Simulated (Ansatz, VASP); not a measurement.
# One calculation of MgSc2C2, two programs

```
Mg Sc C
1.0
    -2.08330    2.08330    4.82240
     2.08330   -2.08330    4.82240
     2.08330    2.08330   -4.82240
Mg Sc C
1 2 2
Direct
  0.00000 0.00000 0.00000
  0.31960 0.31960 0.00000
  0.68040 0.68040 0.00000
  0.75000 0.25000 0.50000
  0.25000 0.75000 0.50000
```

Change from the starting cell: species swapped into the YSi2Ru2 type (I4/mmm, No. 139).

Alike in both runs: functional PBE; k mesh 6 × 6 × 6; occupations gaussian, width 0.1 eV; no spin polarisation.

Ansatz relaxed the structure, and its values are those at the end. VASP's run is a single point on that final structure, the one shown.

```csv
,VASP,Ansatz
version,VASP 6.6.1,Ansatz 0.2.0
potentials or method,"VASP PAW PBE potentials, release 64 (Mg_sv, Sc_sv, C), cutoff 750 eV","scalar-relativistic, plane waves, PAW"
valence electrons in the cell,40,40
```

VASP gave:

```
gap on the k mesh at the Fermi level (eV) : none
pressure (GPa)                            : 0.4
rms of the force components (eV/Å)        : 0.022
```

**Question.** Which values does Ansatz return?

**Answer.** gap on the k mesh at the Fermi level (eV): none; pressure (GPa): 0.3; rms of the force components (eV/Å): 0.004.

A gap of «none» marks a metal or a gap that the smearing closes.
